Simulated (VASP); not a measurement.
Here is a VASP 6.6.1 calculation.

The input INCAR:

```
PREC = Accurate ; ENCUT = 520
EDIFF = 1E-7 ; ISMEAR = 0
SIGMA = 0.1 ; LREAL = F
LASPH = T ; NELM = 100
ALGO = Normal ; ISIF = 2
LWAVE = F ; LCHARG = T
GGA = PE ; LELF = T
LVHAR = T ; NBANDS = 8
```

File KPOINTS:

```
regular mesh
0
Gamma
  22 22 22
```

Contents of POSCAR:

```
P
1.0
    2.4446578045      0.0000000000      0.0000000000
    0.0000000000      2.4446578045      0.0000000000
    0.0000000000      0.0000000000      2.4446578045
P
1
Direct
    0.0000000000      0.0000000000      0.0000000000
```

Potentials or basis: VASP PAW PBE potentials, release 64 (P).

The run is started by

```console
$ cat potpaw_PBE.64/P/POTCAR > POTCAR
$ mpirun -np 1 vasp_std > vasp.out
```

Q: Predict the pressure.

A: -0.3 GPa.

Q: What does it give for the band gap on the k mesh?

A: Zero (an odd number of electrons rules out a gap without spin polarisation).
